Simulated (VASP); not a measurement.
Wanted: the native input for a VASP 6.6.1 run.

```yaml
Task: single point
Functional: LDA
Potentials_or_basis: VASP PAW LDA potentials, release 64 (Si, O)
Cutoff: 520 eV
k_mesh: 6 × 6 × 8
Occupations: gaussian, width 0.05 eV
Spin: no spin polarisation
Dipole_correction: no
Further_INCAR_settings: ALGO = Normal; EDIFF = 1e-06; NBANDS = 25
```

The structure of SiO2 lies in POSCAR:

```
SiO2
1.0
    4.2798000000      0.0000000000      0.0000000000
    0.0000000000      4.2798000000      0.0000000000
    0.0000000000      0.0000000000      2.4697000000
Si O
2 4
Direct
    0.5000000000      0.5000000000      0.5000000000
    0.0000000000      0.0000000000      0.0000000000
    0.6944252994      0.6944252994      0.0000000000
    0.1944252994      0.8055747006      0.5000000000
    0.3055747006      0.3055747006      0.0000000000
    0.8055747006      0.1944252994      0.5000000000
```

The input as run:

INCAR

```
SYSTEM = SiO2
ALGO = Normal
EDIFF = 1E-6
ENCUT = 520
ISIF = 2
ISMEAR = 0
LASPH = .True.
LCHARG = .False.
LREAL = .False.
LWAVE = .False.
NBANDS = 25
NELM = 60
PREC = Accurate
SIGMA = 0.05
```

KPOINTS

```
k-points
0
Gamma
  6 6 8
  0 0 0
```

Potentials or basis: VASP PAW LDA potentials, release 64 (Si, O).

The run is started by

```bash
$ cat potpaw_LDA.64/Si/POTCAR potpaw_LDA.64/O/POTCAR > POTCAR
$ mpirun -np 1 vasp_std > vasp.out
```

Results of the run:

```
Pressure               : 14.1 GPa
Largest force          : 0.385 eV/Å
Band gap on the k mesh : 6.24 eV, direct
```

It took 66 s on 1 thread of AMD EPYC 7R13, with other jobs on the host, peak memory 0.13 GiB.
